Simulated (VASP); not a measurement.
# SiC16 in VASP: single point with PBE+D3(BJ)

Aim: the single point of SiC16 with PBE+D3(BJ).

All numbers are computed with VASP 6.6.1; they aren't measurements. Logs are shortened: lines on timing, memory, paths and dates and some standing lists are left out, and cuts for length are marked.

**1. The cell of the first run**

The cell holds a slab with vacuum, 17 atoms: a = 4.930 Å, b = 4.422 Å, c = 22.694 Å, α = 90.00°, β = 90.00°, γ = 90.00°.

**2. Single point, PBE+D3(BJ), collinear spin**

Contents of INCAR:

```
SYSTEM = SiC16
ALGO = Normal
DIPOL = 0.5 0.5 0.309
EDIFF = 1E-6
ENCUT = 520
GGA = PE
IDIPOL = 3
ISIF = 2
ISMEAR = 0
ISPIN = 2
IVDW = 12
LASPH = .TRUE.
LCHARG = .FALSE.
LDIPOL = .TRUE.
LORBIT = 11
LREAL = Auto
LWAVE = .FALSE.
MAGMOM = 0 0 0 0 0 0 0 0 0 0 0 0 0 0 0 0 2
NBANDS = 52
NELM = 150
PREC = Accurate
SIGMA = 0.05
```

Contents of KPOINTS:

```
k-points
0
G
  6 6 1
  0 0 0
```

Contents of POSCAR:

```
SiC16
1.0
    4.9298676323      0.0000000000      0.0000000000
    0.0000000000      4.4224271195      0.0000000000
    0.0000000000      0.0000000000     22.6937497910
C Si
16 1
Direct
    0.2500000000      0.4155274488      0.1762599851
    0.7500000000      0.4155274488      0.1762599851
    0.0000000000      0.5195584910      0.2001803947
    0.5000000000      0.5195584910      0.2001803947
    0.0000000000      0.7272227621      0.2480852155
    0.5000000000      0.7272227621      0.2480852155
    0.2500000000      0.8312538043      0.2720056251
    0.7500000000      0.8312538043      0.2720056251
    0.2500000000      0.0442051686      0.3198734326
    0.7500000000      0.0442051686      0.3198734326
    0.0000000000      0.1500808487      0.3425973485
    0.5000000000      0.1500808487      0.3425973485
    0.0000000000      0.3779776253      0.3900566375
    0.5000000000      0.3779776253      0.3900566375
    0.2500000000      0.4764186278      0.4095290499
    0.7500000000      0.4764186278      0.4095290499
    0.2500000000      1.2264186278      0.5329110395
```

Potentials or basis: VASP PAW PBE potentials, release 64 (C, Si).

Run with:

```
cat potpaw_PBE.64/C/POTCAR potpaw_PBE.64/Si/POTCAR > POTCAR
mpirun -np 1 vasp_std > vasp.out
```

OUTCAR:

```text
SYSTEM = SiC16
   EDIFF = 1E-6
   ENCUT = 520
   GGA = PE
   ISIF = 2
   ISMEAR = 0
   ISPIN = 2
   IVDW = 12
   LASPH = .TRUE.
   LORBIT = 11
   LREAL = Auto
   NELM = 150
   PREC = Accurate
 IVDW          = 12

 ion  position               nearest neighbor table
   1  0.250  0.416  0.176-   3 1.42   4 1.42
   2  0.750  0.416  0.176-   3 1.42   4 1.42
   3  0.000  0.520  0.200-   5 1.42   2 1.42   1 1.42
   4  0.500  0.520  0.200-   6 1.42   2 1.42   1 1.42
   5  0.000  0.727  0.248-   3 1.42   7 1.42   8 1.42
   6  0.500  0.727  0.248-   4 1.42   7 1.42   8 1.42
   7  0.250  0.831  0.272-   5 1.42   6 1.42   9 1.44
   8  0.750  0.831  0.272-   5 1.42   6 1.42  10 1.44
   9  0.250  0.044  0.320-  11 1.42  12 1.42   7 1.44
  10  0.750  0.044  0.320-  11 1.42  12 1.42   8 1.44
  11  0.000  0.150  0.343-   9 1.42  10 1.42  13 1.48
  12  0.500  0.150  0.343-   9 1.42  10 1.42  14 1.48
  13  0.000  0.378  0.390-  15 1.38  16 1.38  11 1.48
  14  0.500  0.378  0.390-  15 1.38  16 1.38  12 1.48
  15  0.250  0.476  0.410-  13 1.38  14 1.38
  16  0.750  0.476  0.410-  13 1.38  14 1.38
  17  0.250  0.226  0.533-

  LATTYP: Found a simple orthorhombic cell.
 ALAT       =     4.4224271195
 B/A-ratio  =     1.1147425382
 C/A-ratio  =     5.1315147040

  Lattice vectors:

 A1 = (   0.0000000000,  -4.4224271195,   0.0000000000)
 A2 = (   4.9298676323,   0.0000000000,   0.0000000000)
 A3 = (   0.0000000000,   0.0000000000,  22.6937497910)

Analysis of symmetry for initial positions (statically):
=====================================================================
 Subroutine PRICEL returns:
 Original cell was already a primitive cell.

 Routine SETGRP: Setting up the symmetry group for a
 simple orthorhombic supercell.

 Subroutine GETGRP returns: Found  2 space group operations
 (whereof  1 operations were pure point group operations)
 out of a pool of  8 trial point group operations.

The static configuration has the point symmetry C_1 .
 The point group associated with its full space group is C_1h.

Analysis of symmetry for dynamics (positions and initial velocities):
=====================================================================
 Subroutine PRICEL returns:
 Original cell was already a primitive cell.

 Routine SETGRP: Setting up the symmetry group for a
 simple orthorhombic supercell.

 Subroutine GETGRP returns: Found  2 space group operations
 (whereof  1 operations were pure point group operations)
 out of a pool of  8 trial point group operations.

The dynamic configuration has the point symmetry C_1 .
 The point group associated with its full space group is C_1h.

Analysis of structural, dynamic, and magnetic symmetry:
=====================================================================
 Subroutine PRICEL returns:
 Original cell was already a primitive cell.

 Routine SETGRP: Setting up the symmetry group for a
 simple orthorhombic supercell.

 Subroutine GETGRP returns: Found  2 space group operations
 (whereof  1 operations were pure point group operations)
 out of a pool of  8 trial point group operations.

The overall configuration has the point symmetry C_1 .
 The point group associated with its full space group is C_1h.

 Subroutine INISYM returns: Found  2 space group operations
 (whereof  1 operations are pure point group operations),
 and found     1 'primitive' translations

----------------------------------------------------------------------------------------

                                     Primitive cell

  volume of cell :     494.7687

  direct lattice vectors                    reciprocal lattice vectors
     4.929867632  0.000000000  0.000000000     0.202845203  0.000000000  0.000000000
     0.000000000  4.422427120  0.000000000     0.000000000  0.226120176  0.000000000
     0.000000000  0.000000000 22.693749791     0.000000000  0.000000000  0.044064996

  length of vectors
     4.929867632  4.422427120 22.693749791     0.202845203  0.226120176  0.044064996

  position of ions in fractional coordinates (direct lattice)
     0.250000000  0.415527449  0.176259985
[... 91 lines left out ...]
   ISTART =      0    job   : 0-new  1-cont  2-samecut
   ICHARG =      2    charge: 1-file 2-atom 10-const
   ISPIN  =      2    spin polarized calculation?
   LNONCOLLINEAR =      F non collinear calculations
   LSORBIT =      F    spin-orbit coupling
   LASPH  =      T    aspherical Exc in radial PAW
   ENCUT  =  520.0 eV  38.22 Ry    6.18 a.u.   9.17  8.22 42.20*2*pi/ulx,y,z
   NELM   =    150;   NELMIN=  2; NELMDL= -5     # of ELM steps
   EDIFF  = 0.1E-05   stopping-criterion for ELM
   LREAL  =      T    real-space projection
   EDIFFG = 0.1E-04   stopping-criterion for IOM
   NSW    =      0    number of steps for IOM
   IBRION =     -1    ionic relax: 0-MD 1-quasi-New 2-CG
   NFREE  =      0    steps in history (QN), initial steepest desc. (CG)
   ISIF   =      2    stress and relaxation
   ISYM   =      2    0-nonsym 1-usesym 2-fastsym
   POTIM  = 0.5000    time-step for ionic-motion
   TEBEG  =    0.0;   TEEND  =   0.0 temperature during run
   PSTRESS=    0.0 pullay stress
   NELECT =      68.0000    total number of electrons
   NUPDOWN=      -1.0000    fix difference up-down
   EMIN   =  10.00;   EMAX   =-10.00  energy-range for DOS
   EFERMI =   0.00;   METHOD = LEGACY
   ISMEAR =     0;   SIGMA  =   0.05  broadening in eV -4-tet -1-fermi 0-gaus
   EFERMI_NEDOS =   21; number of points for ismear=-14 and -15
   IALGO  =     38    algorithm
   IMIX   =      4    mixing-type and parameters
     AMIX     =   0.40;   BMIX     =  1.00
     AMIX_MAG =   1.60;   BMIX_MAG =  1.00
  volume/ion in A,a.u.               =      29.10       196.40
  Fermi-wavevector in a.u.,A,eV,Ry     =   0.844845  1.596526  9.711337  0.713763
  Thomas-Fermi vector in A             =   1.959938
   LORBIT       =     11    0 simple, 1 ext, 2 COOP (PROOUT), +10 PAW based schemes
   GGA     = PE    functional components
   LHFCALC =     F    Hartree Fock is set to
   AEXX    =    0.0000 exact exchange contribution
   IVDW    =    12    specifies the selected vdW correction
   LEPSILON=     F    determine dielectric tensor
   LRPA    =     F    only Hartree local field effects (RPA)
 spin polarized calculation
 Gauss-broadening in eV      SIGMA  =   0.05
  energy-cutoff  :      520.00
  volume of cell :      494.77
 maximum number of plane-waves:     13376
 NGX is ok and might be reduce to    40
   NGX = 19   NGY = 17   NGZ = 85

 dipolmoment           0.000000      0.000000      0.163643 electrons x Angstroem

 number of electron      68.0000008 magnetization      -0.0001918

 number of electron      68.0000008 magnetization       0.0000403

 dipolmoment           0.000000      0.000000     -0.083468 electrons x Angstroem

 Free energy of the ion-electron system (eV)
  ---------------------------------------------------
  ext. energy  EPLUGINS =         0.00000000
  ---------------------------------------------------
  free energy    TOTEN  =      -137.40839254 eV

  energy without entropy =     -137.40353902  energy(sigma->0) =     -137.40596578

 E-fermi :  -1.5051     XC(G=0):  -4.3211

 val. band max:       -1.5107475379   @ k =   0.3333   0.5000   0.0000
 cond. band min:      -1.5024539937   @ k =   0.1667   0.5000   0.0000
 fundamental gap:      0.0082935441
 Fermi energy:        -1.5051023596

 spin component 1

 k-point     1 :       0.0000    0.0000    0.0000
  band No.  band energies     occupation
      1     -20.7442      1.00000
      2     -19.6841      1.00000
      3     -18.0700      1.00000
      4     -16.5024      1.00000
      5     -16.4548      1.00000
      6     -16.2125      1.00000
[... 773 lines left out ...]
     45       4.6428      0.00000
     46       4.7418      0.00000
 Fermi energy:        -1.5051023596

 spin component 2

 k-point     1 :       0.0000    0.0000    0.0000
  band No.  band energies     occupation
      1     -20.7821      1.00000
      2     -19.7552      1.00000
      3     -18.1653      1.00000
      4     -16.5530      1.00000
      5     -16.4670      1.00000
      6     -16.3469      1.00000
[... 773 lines left out ...]
     45       4.7352      0.00000
     46       5.1285      0.00000
 [bands above 46 left out]

------------------------ aborting loop because EDIFF is reached ----------------------------------------

 vacuum level on the upper side and lower side of the slab       (xc-potential included)        -0.337         0.340

 Edisp (eV)   -2.09974

 E8    (eV) :    -0.6337

  FORCE on cell =-STRESS in cart. coord.  units (eV):
  Direction    XX          YY          ZZ          XY          YZ          ZX
  --------------------------------------------------------------------------------------
  -------------------------------------------------------------------------------------
  Total       1.16382    -3.43948    -4.10133     0.00000     0.49780     0.00000
  in kB       3.76871   -11.13785   -13.28108     0.00000     1.61200     0.00000
  external pressure =       -6.88 kB  Pullay stress =        0.00 kB

 VOLUME and BASIS-vectors are now :
 -----------------------------------------------------------------------------
  energy-cutoff  :      520.00
  volume of cell :      494.77
      direct lattice vectors                 reciprocal lattice vectors
     4.929867632  0.000000000  0.000000000     0.202845203  0.000000000  0.000000000
     0.000000000  4.422427120  0.000000000     0.000000000  0.226120176  0.000000000
     0.000000000  0.000000000 22.693749791     0.000000000  0.000000000  0.044064996

 POSITION                                       TOTAL-FORCE (eV/Angst)
 -----------------------------------------------------------------------------------
      1.23247      1.83764      4.00000         0.000000      1.641667      1.974564
      3.69740      1.83764      4.00000         0.000000      1.647702      1.983381
      0.00000      2.29771      4.54284         0.007318     -2.149899     -2.579785
      2.46493      2.29771      4.54284        -0.007318     -2.149899     -2.579785
      0.00000      3.21609      5.62998        -0.010321      0.678287      0.871251
      2.46493      3.21609      5.62998         0.010321      0.678287      0.871251
[... 9 lines left out ...]
      3.69740      2.10693      9.29375         0.000000     -0.326718     -0.029346
      1.23247      1.00132     12.09375         0.000000      0.612936     -1.228249
 -----------------------------------------------------------------------------------
    total drift:                               -0.000000     -0.022043     -0.032907

  FREE ENERGIE OF THE ION-ELECTRON SYSTEM (eV)
  ---------------------------------------------------
  free  energy   TOTEN  =      -139.5081362864 eV

  energy  without entropy=     -139.5032827713  energy(sigma->0) =     -139.50570953

 vacuum level on the upper side and lower side of the slab         2.664         3.360

 total charge

# of ion       s       p       d       tot
------------------------------------------
    1        0.864   1.574   0.000   2.438
    2        0.864   1.574   0.000   2.438
    3        0.861   1.767   0.000   2.628
    4        0.861   1.767   0.000   2.628
    5        0.864   1.780   0.000   2.643
    6        0.864   1.780   0.000   2.643
[... 9 lines left out ...]
   16        0.894   1.619   0.000   2.513
   17        0.958   0.511   0.000   1.469
--------------------------------------------------
tot         14.831  28.221   0.000  43.052

 magnetization (x)

# of ion       s       p       d       tot
------------------------------------------
    1       -0.102  -0.540   0.000  -0.642
    2       -0.102  -0.542   0.000  -0.644
    3       -0.002   0.023   0.000   0.021
    4       -0.002   0.023   0.000   0.021
    5       -0.012  -0.082   0.000  -0.094
    6       -0.012  -0.082   0.000  -0.094
[... 9 lines left out ...]
   16        0.070   0.467   0.000   0.537
   17        0.004   0.417   0.000   0.421
--------------------------------------------------
tot         -0.154  -0.269   0.000  -0.423
```

It took 82 min on 1 thread of Oxide Virtual Turin-like, shared host; peak memory 1.1 GiB.

What came out:

```
Free energy                                           : -139.5081 eV
Largest force                                         : 3.358 eV/Å
Band gap on the k mesh                                : zero (filled and empty bands overlap)
Net moment                                            : 0.00 μB per cell
Site moments                                          : C -0.64, +0.02, -0.09, +0.03, -0.02, -0.04, +0.06, -0.05, +0.54 (each value once); Si +0.42 μB
Valence electrons inside the program's atomic spheres : C 2.44, 2.63, 2.64, 2.65, 2.62, 2.66, 2.52, 2.51 (each value once); Si 1.47
Dispersion energy per atom                            : -0.124 eV
```

Forces in eV/Å, atoms in the order of the input:
```
C    0.000  1.642  1.975
C    0.000  1.648  1.983
C    0.007 -2.150 -2.580
C   -0.007 -2.150 -2.580
C   -0.010  0.678  0.871
C    0.010  0.678  0.871
C    0.000 -0.151 -0.196
C    0.000 -0.148 -0.223
C    0.000 -0.066 -0.056
C    0.000 -0.178 -0.229
C   -0.287  0.403  0.108
C    0.287  0.403  0.108
C    0.109 -0.617 -0.816
C   -0.109 -0.617 -0.816
C    0.000  0.341  2.838
C    0.000 -0.327 -0.029
Si   0.000  0.613 -1.228
```
